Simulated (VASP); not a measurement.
# AlN (P6_3mc) in VASP: a series of runs, part 2 of 2

VASP 6.6.1. Earlier steps stand in the parts before.

### Step 4. Electric field gradients, PBEsol (volume scaled by 1.01)

INCAR

```
SYSTEM = AlN
PREC = Accurate ; ENCUT = 520
EDIFF = 1E-8 ; ISMEAR = -1
SIGMA = 0.03 ; LREAL = .False.
LASPH = .True. ; NELM = 100
ALGO = Normal ; ISIF = 2
LWAVE = .False. ; LCHARG = .False.
GGA = PS ; LEFG = .True.
NBANDS = 16
```

KPOINTS

```
Automatic mesh
0
Gamma
  10 10 6
  0 0 0
```

POSCAR

```
AlN
1.0
    3.1213377828      0.0000000000      0.0000000000
   -1.5606688914      2.7031578137      0.0000000000
    0.0000000000      0.0000000000      4.9945383275
Al N
2 2
Direct
    0.3333333333      0.6666666667      0.0000000000
    0.6666666667      0.3333333333      0.5000000000
    0.3333333333      0.6666666667      0.3850000000
    0.6666666667      0.3333333333      0.8850000000
```

Potentials or basis: VASP PAW PBE potentials, release 64 (Al, N).

Started as:

```sh
> cat potpaw_PBE.64/Al/POTCAR potpaw_PBE.64/N/POTCAR > POTCAR
> mpirun -np 1 vasp_std > vasp.out
```

OUTCAR:

```text
SYSTEM = AlN
   PREC = Accurate
   ENCUT = 520
   EDIFF = 1E-8
   ISMEAR = -1
   LREAL = .False.
   LASPH = .True.
   NELM = 100
   ISIF = 2
   GGA = PS

 ion  position               nearest neighbor table
   1  0.333  0.667  0.000-   4 1.89   4 1.89   4 1.89   3 1.92   2 3.08   2 3.08   2 3.08   2 3.08
                             2 3.08   2 3.08
   2  0.667  0.333  0.500-   3 1.89   3 1.89   3 1.89   4 1.92   1 3.08   1 3.08   1 3.08   1 3.08
                             1 3.08   1 3.08
   3  0.333  0.667  0.385-   2 1.89   2 1.89   2 1.89   1 1.92
   4  0.667  0.333  0.885-   1 1.89   1 1.89   1 1.89   2 1.92

  LATTYP: Found a hexagonal cell.
 ALAT       =     3.1213377828
 C/A-ratio  =     1.6001274694
[... 689 lines left out ...]
---------------------------------------------------------------------
   1      -4.206    -4.206     8.413     0.000     0.000    -0.000
   2      -4.206    -4.206     8.413     0.000    -0.000     0.000
   3      -0.309    -0.310     0.619    -0.000     0.000    -0.000
   4      -0.309    -0.310     0.619    -0.000    -0.000     0.000
---------------------------------------------------------------------

 Electric field gradients after diagonalization (V/A^2)
 (convention: |V_zz| > |V_xx| > |V_yy|)
----------------------------------------------------------------------
 ion       V_xx      V_yy      V_zz     asymmetry (V_yy - V_xx)/ V_zz
----------------------------------------------------------------------
   1      -4.206    -4.206     8.413       0.000
   2      -4.206    -4.206     8.413       0.000
   3      -0.310    -0.309     0.619       0.001
   4      -0.310    -0.309     0.619       0.001
----------------------------------------------------------------------

           NMR quadrupolar parameters

 Cq : quadrupolar parameter    Cq=e*Q*V_zz/h
 eta: asymmetry parameters     (V_yy - V_xx)/ V_zz
 Q  : nuclear electric quadrupole moment in mb (millibarn)
----------------------------------------------------------------------
 ion       Cq(MHz)       eta       Q (mb)
----------------------------------------------------------------------
   1       0.020       0.000       1.000
   2       0.020       0.000       1.000
   3       0.001       0.001       1.000
   4       0.001       0.001       1.000
----------------------------------------------------------------------
```

OSZICAR:

```text
N       E                     dE             d eps       ncg     rms          rms(c)
DAV:   1     0.399311627840E+02    0.39931E+02   -0.72578E+03  1792   0.894E+02
DAV:   2    -0.322864708845E+02   -0.72218E+02   -0.66078E+02  2504   0.185E+02
DAV:   3    -0.357050351245E+02   -0.34186E+01   -0.34079E+01  2216   0.421E+01
DAV:   4    -0.357259612422E+02   -0.20926E-01   -0.20925E-01  2232   0.370E+00
DAV:   5    -0.357262268987E+02   -0.26566E-03   -0.26565E-03  2256   0.423E-01    0.117E+01
DAV:   6    -0.313592654573E+02    0.43670E+01   -0.95523E+00  2152   0.223E+01    0.416E+00
DAV:   7    -0.313458202573E+02    0.13445E-01   -0.60587E-01  1928   0.541E+00    0.288E+00
DAV:   8    -0.313131304074E+02    0.32690E-01   -0.72729E-02  1992   0.229E+00    0.610E-01
DAV:   9    -0.313082384170E+02    0.48920E-02   -0.12597E-02  2392   0.835E-01    0.252E-01
DAV:  10    -0.313086065621E+02   -0.36815E-03   -0.14392E-03  1920   0.246E-01    0.159E-01
DAV:  11    -0.313085308775E+02    0.75685E-04   -0.11917E-04  2112   0.800E-02    0.340E-02
DAV:  12    -0.313085298833E+02    0.99414E-06   -0.53108E-06  2016   0.197E-02    0.536E-03
DAV:  13    -0.313085294031E+02    0.48024E-06   -0.22432E-06  2288   0.111E-02    0.444E-03
DAV:  14    -0.313085294130E+02   -0.99263E-08   -0.17582E-07  2056   0.356E-03    0.125E-03
DAV:  15    -0.313085294455E+02   -0.32526E-07   -0.14870E-08  1696   0.929E-04    0.122E-04
DAV:  16    -0.313085294444E+02    0.11541E-08   -0.82457E-10  1032   0.335E-04
   1 F= -.31308529E+02 E0= -.31308529E+02  d E =-.390554E-10
```

stdout:

```text
POSCAR found type information on POSCAR AlN
 POSCAR found :  2 types and       4 ions
 scaLAPACK will be used
 -----------------------------------------------------------------------------
|                                                                             |
|                                                                             |
|     You enforced a specific xc type in the INCAR file but a different       |
|     I HOPE YOU KNOW WHAT YOU ARE DOING!                                     |
|                                                                             |
 -----------------------------------------------------------------------------

 LDA part: xc-table for (Slater+PW92), standard interpolation
 POSCAR, INCAR and KPOINTS ok, starting setup
 FFT: planning ... GRIDC
 FFT: planning ... GRID_SOFT
 FFT: planning ... GRID
 WAVECAR not read
 entering main loop
ion   1

ion   2

ion   3

ion   4
```

Run time: 27 s. Hardware: 1 thread of Intel Xeon Platinum 8259CL at 2.50GHz (Skylake/Cascade Lake), shared host; peak memory 0.17 GiB.

What came out:

```yaml
Free_energy: -31.3085 eV
Pressure: -1.5 GPa
Largest_force: 0.177 eV/Å
Band_gap_on_the_k_mesh: 4.00 eV, direct
```

Forces in eV/Å, atoms in the order of the input:
```
Al   0.000  0.000  0.177
Al   0.000  0.000  0.177
N    0.000  0.000 -0.177
N    0.000  0.000 -0.177
```

Stress tensor (GPa, compression positive):
```
-0.88  0.00  0.00
 0.00 -0.88  0.00
 0.00  0.00 -2.61
```

Electric field gradients, principal values (V/Å²):
| atom | least | middle | greatest (by size) |
| --- | --- | --- | --- |
| 1 Al | -4.206 | -4.206 | 8.413 |
| 2 Al | -4.206 | -4.206 | 8.413 |
| 3 N | -0.309 | -0.310 | 0.619 |
| 4 N | -0.309 | -0.310 | 0.619 |

Caveat: without QUAD_EFG the Cq values of the log hold for a quadrupole moment of 1 mb, not for the nuclei; the PAW data sets were made with another functional, which shifts forces and pressure a little.

### Step 5. Electric field gradients, PBEsol (volume scaled by 1.04)

INCAR

```
PREC = Accurate ; ENCUT = 520
EDIFF = 1E-8 ; ISMEAR = -1
SIGMA = 0.03 ; LREAL = F
LASPH = T ; NELM = 60
ALGO = Normal ; ISIF = 2
LWAVE = F ; LCHARG = F
GGA = PS ; LEFG = T
NBANDS = 16
```

KPOINTS

```
regular mesh
0
Gamma
  10 10 6
```

POSCAR

```
AlN
1.0
    3.1519410852      0.0000000000      0.0000000000
   -1.5759705426      2.7296610510      0.0000000000
    0.0000000000      0.0000000000      5.0435075122
Al N
2 2
Direct
    0.3333333333      0.6666666667      0.0000000000
    0.6666666667      0.3333333333      0.5000000000
    0.3333333333      0.6666666667      0.3850000000
    0.6666666667      0.3333333333      0.8850000000
```

Potentials or basis: VASP PAW PBE potentials, release 64 (Al, N).

Started as:

```sh
> cat potpaw_PBE.64/Al/POTCAR potpaw_PBE.64/N/POTCAR > POTCAR
> mpirun -np 1 vasp_std > vasp.out
```

OUTCAR:

```text
PREC = Accurate
   ENCUT = 520
   EDIFF = 1E-8
   ISMEAR = -1
   LREAL = F
   LASPH = T
   NELM = 60
   ISIF = 2
   GGA = PS

 ion  position               nearest neighbor table
   1  0.333  0.667  0.000-   4 1.91   4 1.91   4 1.91   3 1.94   2 3.11   2 3.11   2 3.11   2 3.11
                             2 3.11   2 3.11
   2  0.667  0.333  0.500-   3 1.91   3 1.91   3 1.91   4 1.94   1 3.11   1 3.11   1 3.11   1 3.11
                             1 3.11   1 3.11
   3  0.333  0.667  0.385-   2 1.91   2 1.91   2 1.91   1 1.94
   4  0.667  0.333  0.885-   1 1.91   1 1.91   1 1.91   2 1.94

  LATTYP: Found a hexagonal cell.
 ALAT       =     3.1519410852
 C/A-ratio  =     1.6001274693
[... 688 lines left out ...]
 ion       V_xx      V_yy      V_zz      V_xy      V_xz      V_yz
---------------------------------------------------------------------
   1      -4.050    -4.050     8.100     0.000     0.000    -0.000
   2      -4.050    -4.050     8.100     0.000    -0.000     0.000
   3      -0.195    -0.196     0.392    -0.001     0.000    -0.000
   4      -0.195    -0.196     0.392    -0.001    -0.000     0.000
---------------------------------------------------------------------

 Electric field gradients after diagonalization (V/A^2)
 (convention: |V_zz| > |V_xx| > |V_yy|)
----------------------------------------------------------------------
 ion       V_xx      V_yy      V_zz     asymmetry (V_yy - V_xx)/ V_zz
----------------------------------------------------------------------
   1      -4.050    -4.050     8.100       0.000
   2      -4.050    -4.050     8.100       0.000
   3      -0.197    -0.195     0.392       0.005
   4      -0.197    -0.195     0.392       0.005
----------------------------------------------------------------------

           NMR quadrupolar parameters

 Cq : quadrupolar parameter    Cq=e*Q*V_zz/h
 eta: asymmetry parameters     (V_yy - V_xx)/ V_zz
 Q  : nuclear electric quadrupole moment in mb (millibarn)
----------------------------------------------------------------------
 ion       Cq(MHz)       eta       Q (mb)
----------------------------------------------------------------------
   1       0.020       0.000       1.000
   2       0.020       0.000       1.000
   3       0.001       0.005       1.000
   4       0.001       0.005       1.000
----------------------------------------------------------------------
```

It took 27 s on 1 thread of Intel Xeon Platinum 8259CL at 2.50GHz (Skylake/Cascade Lake), shared host; peak memory 0.17 GiB.

What came out:

| Item | Value |
| --- | --- |
| Free energy | -31.2761 eV |
| Pressure | -6.9 GPa |
| Largest force | 0.175 eV/Å |
| Band gap on the k mesh | 3.75 eV, direct |

Forces in eV/Å, atoms in the order of the input:
```
Al   0.000  0.000  0.175
Al   0.000  0.000  0.175
N    0.000  0.000 -0.175
N    0.000  0.000 -0.175
```

Electric field gradients, principal values (V/Å²):
| atom | least | middle | greatest (by size) |
| --- | --- | --- | --- |
| 1 Al | -4.050 | -4.050 | 8.100 |
| 2 Al | -4.050 | -4.050 | 8.100 |
| 3 N | -0.195 | -0.197 | 0.392 |
| 4 N | -0.195 | -0.197 | 0.392 |

Caveat: without QUAD_EFG the Cq values of the log hold for a quadrupole moment of 1 mb, not for the nuclei; the PAW data sets were made with another functional, which shifts forces and pressure a little.

### Step 6. The runs side by side

| cell | gap on the mesh (eV) | pressure (GPa) | largest force (eV/Å) |
| --- | --- | --- | --- |
| a = 3.090, b = 3.090, c = 4.945 Å, angles 90.0, 90.0, 120.0°, 4 atoms | 4.27 | 4.8 | 0.18 |
| a = 3.121, b = 3.121, c = 4.995 Å, angles 90.0, 90.0, 120.0°, 4 atoms | 4.00 | -1.5 | 0.18 |
| a = 3.152, b = 3.152, c = 5.044 Å, angles 90.0, 90.0, 120.0°, 4 atoms | 3.75 | -6.9 | 0.18 |

Alike in all rows: task electric field gradients; level PBEsol; potentials or basis VASP PAW PBE potentials, release 64 (Al, N); no spin polarisation; k mesh 10 × 10 × 6; cutoff (eV) 520; smearing fermi-dirac 0.03 eV.

Caveats: the PAW data sets were made with another functional, which shifts forces and pressure a little.

Absolute energies hang on the potentials; compare differences alone.
